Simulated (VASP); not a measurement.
# Ti (I4/mmm) in VASP: further runs

Ti is run at these levels: PBEsol; tasks: single point.

All numbers are computed with VASP 6.6.1; they aren't measurements. Logs are shortened: lines on timing, memory, paths and dates and some standing lists are left out, and cuts for length are marked.

### Step 1. The cell of the first run

Symmetry: I4/mmm, No. 139, tetragonal system. Conventional cell: a = 2.756 Å, b = 2.756 Å, c = 3.735 Å, α = 90.00°, β = 90.00°, γ = 90.00°. Within 3.6 Å of Ti (site symmetry 4/mmm) lie 12 Ti at 2.70 to 2.76 Å.

### Step 2. Single point, PBEsol (strain -0.040 along x and y, -0.080 along z)

Contents of INCAR:

```
SYSTEM = Ti
PREC     = Accurate       ! precision mode
ENCUT    = 520            ! plane-wave cutoff, eV
EDIFF    = 1E-6           ! SCF threshold, eV
ISMEAR   = 0              ! smearing method
SIGMA    = 0.15           ! smearing width, eV
LREAL    = .FALSE.        ! projectors in reciprocal space
LASPH    = .TRUE.         ! aspherical terms in the spheres
NELM     = 80             ! most SCF steps
ALGO     = Normal         ! electronic algorithm
ISIF     = 2              ! what is computed and relaxed
LWAVE    = .FALSE.        ! write WAVECAR
LCHARG   = .FALSE.        ! write CHGCAR
GGA      = PS             ! functional
NBANDS   = 12             ! bands
```

Contents of KPOINTS:

```
Automatic mesh
0
G
  20 20 20
  0 0 0
```

Contents of POSCAR:

```
Ti
1.0
    0.0000000000      1.9488000000      1.8676000000
    1.9488000000      0.0000000000      1.8676000000
    1.9488000000      1.9488000000      0.0000000000
Ti
1
Direct
    0.0000000000      0.0000000000      0.0000000000
```

Potentials or basis: VASP PAW PBE potentials, release 64 (Ti_sv).

Command:

```
> cat potpaw_PBE.64/Ti_sv/POTCAR > POTCAR
> mpirun -np 1 vasp_std > vasp.out
```

OUTCAR:

```text
SYSTEM = Ti
   PREC = Accurate
   ENCUT = 520
   EDIFF = 1E-6
   ISMEAR = 0
   LREAL = .FALSE.
   LASPH = .TRUE.
   NELM = 80
   ISIF = 2
   GGA = PS

 ion  position               nearest neighbor table
   1  0.000  0.000  0.000-

  LATTYP: Found a body centered tetragonal cell.
 ALAT       =     2.7560193904
 C/A-ratio  =     1.3552879973

  Lattice vectors:

 A1 = (   0.0000000000,  -1.9488000000,  -1.8676000000)
 A2 = (   0.0000000000,   1.9488000000,  -1.8676000000)
 A3 = (   1.9488000000,   0.0000000000,   1.8676000000)

Analysis of symmetry for initial positions (statically):
=====================================================================
 Subroutine PRICEL returns:
 Original cell was already a primitive cell.

 Routine SETGRP: Setting up the symmetry group for a
 body centered tetragonal supercell.

 Subroutine GETGRP returns: Found 16 space group operations
 (whereof 16 operations were pure point group operations)
 out of a pool of 16 trial point group operations.

The static configuration has the point symmetry D_4h.

Analysis of symmetry for dynamics (positions and initial velocities):
=====================================================================
 Subroutine PRICEL returns:
 Original cell was already a primitive cell.

 Routine SETGRP: Setting up the symmetry group for a
 body centered tetragonal supercell.

 Subroutine GETGRP returns: Found 16 space group operations
 (whereof 16 operations were pure point group operations)
 out of a pool of 16 trial point group operations.

The dynamic configuration has the point symmetry D_4h.

 Subroutine INISYM returns: Found 16 space group operations
 (whereof 16 operations are pure point group operations),
 and found     1 'primitive' translations

----------------------------------------------------------------------------------------

                                     Primitive cell

  volume of cell :      14.1856

  direct lattice vectors                    reciprocal lattice vectors
     0.000000000  1.948800000  1.867600000    -0.256568144  0.256568144  0.267723281
     1.948800000  0.000000000  1.867600000     0.256568144 -0.256568144  0.267723281
     1.948800000  1.948800000  0.000000000     0.256568144  0.256568144 -0.267723281

  length of vectors
     2.699213071  2.699213071  2.756019390     0.450921480  0.450921480  0.450921480

  position of ions in fractional coordinates (direct lattice)
     0.000000000  0.000000000  0.000000000

  ion indices of the primitive-cell ions
   primitive index   ion index
                 1           1

----------------------------------------------------------------------------------------

 KPOINTS: Automatic mesh

Automatic generation of k-mesh.
 Grid dimensions read from file:
 generate k-points for:   20   20   20

 Generating k-lattice:

  Cartesian coordinates                     Fractional coordinates (reciprocal lattice)
    -0.012828407  0.012828407  0.013386164     0.050000000  0.000000000  0.000000000
     0.012828407 -0.012828407  0.013386164     0.000000000  0.050000000  0.000000000
     0.012828407  0.012828407 -0.013386164     0.000000000  0.000000000  0.050000000

  Length of vectors
     0.022546074  0.022546074  0.022546074

  Shift w.r.t. Gamma in fractional coordinates (k-lattice)
     0.000000000  0.000000000  0.000000000

 Subroutine IBZKPT returns following result:
 ===========================================

 Found    641 irreducible k-points:

 Following reciprocal coordinates:
            Coordinates               Weight
  0.000000  0.000000  0.000000      1.000000
  0.050000 -0.000000  0.000000      8.000000
  0.100000  0.000000  0.000000      8.000000
  0.150000  0.000000  0.000000      8.000000
  0.200000  0.000000  0.000000      8.000000
  0.250000  0.000000  0.000000      8.000000
[... 16 lines left out ...]
 -0.400000  0.050000  0.000000      8.000000
 -0.350000  0.050000  0.000000      8.000000
 [... further k-points ...]
   k-points           NKPTS =    641   k-points in BZ     NKDIM =    641   number of bands    NBANDS=     12
   number of dos      NEDOS =    301   number of ions     NIONS =      1
   total plane-waves  NPLWV =   8000
   dimension x,y,z NGX =    20 NGY =   20 NGZ =   20
   dimension x,y,z NGXF=    40 NGYF=   40 NGZF=   40
   ions per type =               1
   NGX,Y,Z   is equivalent  to a cutoff of  12.32, 12.32, 12.06 a.u.
   NGXF,Y,Z  is equivalent  to a cutoff of  24.64, 24.64, 24.13 a.u.
 SYSTEM =  Ti
   PREC   = accura    normal or accurate (medium, high low for compatibility)
   ISTART =      0    job   : 0-new  1-cont  2-samecut
   ICHARG =      2    charge: 1-file 2-atom 10-const
   ISPIN  =      1    spin polarized calculation?
   LNONCOLLINEAR =      F non collinear calculations
   LSORBIT =      F    spin-orbit coupling
   LASPH  =      T    aspherical Exc in radial PAW
   ENCUT  =  520.0 eV  38.22 Ry    6.18 a.u.   5.02  5.02  5.12*2*pi/ulx,y,z
   NELM   =     80;   NELMIN=  2; NELMDL= -5     # of ELM steps
   EDIFF  = 0.1E-05   stopping-criterion for ELM
   LREAL  =      F    real-space projection
   EDIFFG = 0.1E-04   stopping-criterion for IOM
   NSW    =      0    number of steps for IOM
   IBRION =     -1    ionic relax: 0-MD 1-quasi-New 2-CG
   NFREE  =      0    steps in history (QN), initial steepest desc. (CG)
   ISIF   =      2    stress and relaxation
   ISYM   =      2    0-nonsym 1-usesym 2-fastsym
   POTIM  = 0.5000    time-step for ionic-motion
   TEBEG  =    0.0;   TEEND  =   0.0 temperature during run
   PSTRESS=    0.0 pullay stress
   NELECT =      12.0000    total number of electrons
   NUPDOWN=      -1.0000    fix difference up-down
   EMIN   =  10.00;   EMAX   =-10.00  energy-range for DOS
   EFERMI =   0.00;   METHOD = LEGACY
   ISMEAR =     0;   SIGMA  =   0.15  broadening in eV -4-tet -1-fermi 0-gaus
   EFERMI_NEDOS =   21; number of points for ismear=-14 and -15
   IALGO  =     38    algorithm
   IMIX   =      4    mixing-type and parameters
     AMIX     =   0.40;   BMIX     =  1.00
     AMIX_MAG =   1.60;   BMIX_MAG =  1.00
  volume/ion in A,a.u.               =      14.19        95.73
  Fermi-wavevector in a.u.,A,eV,Ry     =   1.548290  2.925845 32.615933  2.397203
  Thomas-Fermi vector in A             =   2.653262
   LORBIT       =      0    0 simple, 1 ext, 2 COOP (PROOUT), +10 PAW based schemes
   GGA     = PS    functional components
   LHFCALC =     F    Hartree Fock is set to
   AEXX    =    0.0000 exact exchange contribution
   IVDW    =     0    specifies the selected vdW correction
   LEPSILON=     F    determine dielectric tensor
   LRPA    =     F    only Hartree local field effects (RPA)
 non-spin polarized calculation
 Gauss-broadening in eV      SIGMA  =   0.15
  energy-cutoff  :      520.00
  volume of cell :       14.19
 maximum number of plane-waves:       394
   NGX =  9   NGY =  9   NGZ = 11

 number of electron      11.9999996 magnetization

 Free energy of the ion-electron system (eV)
  ---------------------------------------------------
  ext. energy  EPLUGINS =         0.00000000
  ---------------------------------------------------
  free energy    TOTEN  =        -8.12771196 eV

  energy without entropy =       -8.11254133  energy(sigma->0) =       -8.12012665

 E-fermi :  10.4132     XC(G=0): -12.6383

 val. band max:       10.4089428474   @ k =  -0.4500   0.1500   0.3500
 cond. band min:      10.4178421801   @ k =   0.4000   0.0500   0.1000
 fundamental gap:      0.0088993327
 Fermi energy:        10.4131653422

 k-point     1 :       0.0000    0.0000    0.0000
  band No.  band energies     occupation
      1     -45.7778      2.00000
      2     -21.3991      2.00000
      3     -21.3991      2.00000
      4     -21.3898      2.00000
      5       3.9124      2.00000
      6      11.2594      0.00000
      7      11.2594      0.00000
      8      11.6658      0.00000
      9      13.2649      0.00000
     10      13.7535      0.00000
     11      26.8409      0.00000
     12      31.8224      0.00000

 k-point     2 :       0.0500   -0.0000    0.0000
  band No.  band energies     occupation
      1     -45.7711      2.00000
      2     -21.4297      2.00000
      3     -21.4039      2.00000
      4     -21.3957      2.00000
      5       4.0121      2.00000
      6      11.2284      0.00000
      7      11.2976      0.00000
      8      11.6682      0.00000
      9      13.2422      0.00000
     10      13.7209      0.00000
     11      26.9622      0.00000
     12      31.3434      0.00000

 k-point     3 :       0.1000    0.0000    0.0000
  band No.  band energies     occupation
      1     -45.7518      2.00000
      2     -21.5253      2.00000
      3     -21.4178      2.00000
      4     -21.4049      2.00000
      5       4.3034      2.00000
      6      11.0983      0.00000
      7      11.3971      0.00000
      8      11.7196      0.00000
      9      13.1931      0.00000
     10      13.6383      0.00000
     11      27.2754      0.00000
     12      30.0902      0.00000

 k-point     4 :       0.1500    0.0000    0.0000
  band No.  band energies     occupation
      1     -45.7216      2.00000
      2     -21.6732      2.00000
      3     -21.4392      2.00000
      4     -21.4186      2.00000
      5       4.7626      2.00000
      6      10.8726      0.00001
      7      11.5088      0.00000
      8      11.8284      0.00000
      9      13.1760      0.00000
     10      13.5522      0.00000
     11      27.5843      0.00000
     12      28.7037      0.00000

 k-point     5 :       0.2000    0.0000    0.0000
  band No.  band energies     occupation
      1     -45.6832      2.00000
      2     -21.8568      2.00000
      3     -21.4662      2.00000
      4     -21.4358      2.00000
      5       5.3460      2.00000
      6      10.6272      0.04361
      7      11.5559      0.00000
      8      11.9197      0.00000
      9      13.2766      0.00000
     10      13.5400      0.00000
     11      26.9644      0.00000
     12      28.1165      0.00000
[... 228 lines left out ...]
      1     -45.4965      2.00000
      2     -22.6691      2.00000
      3     -21.5983      2.00000
      4     -21.5361      2.00000
      5       7.3892      2.00000
      6      11.0382      0.00000
      7      11.1793      0.00000
      8      11.7543      0.00000
      9      15.0310      0.00000
     10      15.0736      0.00000
     11      20.9712      0.00000
     12      26.1586      0.00000

 k-point    22 :      -0.4500    0.0500    0.0000
  band No.  band energies     occupation
      1     -45.4995      2.00000
      2     -22.6558      2.00000
      3     -21.5909      2.00000
      4     -21.5413      2.00000
      5       7.3830      2.00000
      6      11.0421      0.00000
      7      11.1524      0.00000
      8      11.7375      0.00000
      9      14.9498      0.00000
     10      15.0664      0.00000
     11      21.0948      0.00000
     12      26.2047      0.00000

 k-point    23 :      -0.4000    0.0500    0.0000
  band No.  band energies     occupation
      1     -45.5160      2.00000
      2     -22.5851      2.00000
      3     -21.5749      2.00000
      4     -21.5400      2.00000
      5       7.3243      2.00000
      6      11.0271      0.00000
      7      11.1055      0.00000
      8      11.5813      0.00000
      9      14.6578      0.00000
     10      14.9321      0.00000
     11      21.7612      0.00000
     12      26.4622      0.00000

 k-point    24 :      -0.3500    0.0500    0.0000
  band No.  band energies     occupation
      1     -45.5443      2.00000
      2     -22.4632      2.00000
      3     -21.5517      2.00000
      4     -21.5324      2.00000
      5       7.1516      2.00000
      6      10.7075      0.00552
      7      11.2218      0.00000
      8      11.5781      0.00000
      9      14.2499      0.00000
     10      14.6801      0.00000
     11      22.7893      0.00000
     12      26.9006      0.00000

 [... further k-points ...]
[... 5 lines left out ...]
  --------------------------------------------------------------------------------------
  -------------------------------------------------------------------------------------
  Total        2.0547358      2.0547358      2.1749645      0.0000000      0.0000000      0.0000000
  in kB      232.0695550    232.0695550    245.6486336      0.0000000      0.0000000      0.0000000
  external PRESSURE =     236.5959145 kB  Pullay stress =       0.0000000 kB

 VOLUME and BASIS-vectors are now :
 -----------------------------------------------------------------------------
  energy-cutoff  :      520.00
  volume of cell :       14.19
      direct lattice vectors                 reciprocal lattice vectors
     0.000000000  1.948800000  1.867600000    -0.256568144  0.256568144  0.267723281
     1.948800000  0.000000000  1.867600000     0.256568144 -0.256568144  0.267723281
     1.948800000  1.948800000  0.000000000     0.256568144  0.256568144 -0.267723281

 POSITION                                       TOTAL-FORCE (eV/Angst)
 -----------------------------------------------------------------------------------
      0.00000      0.00000      0.00000         0.000000     -0.000000      0.000000
 -----------------------------------------------------------------------------------
    total drift:                                0.000000      0.000000      0.000000

  FREE ENERGIE OF THE ION-ELECTRON SYSTEM (eV)
  ---------------------------------------------------
  free  energy   TOTEN  =        -8.1277119639 eV

  energy  without entropy=       -8.1125413309  energy(sigma->0) =       -8.12012665
```

Wall time 36 s (1 thread of Intel Xeon 6975P-C (Granite Rapids), shared host); peak memory 0.21 GiB.

What came out:

```yaml
Free_energy: -8.1277 eV
Pressure: 23.7 GPa
Band_gap_on_the_k_mesh: zero (band 6 reaches 11.32 eV, above the bottom of band 7 at 9.87 eV)
```

Caveat: the cell differs from its parent crystal (strain -0.040 along x and y, -0.080 along z); the PAW data sets were made with another functional, which shifts forces and pressure a little.

(Continued in part 2 of 2.)
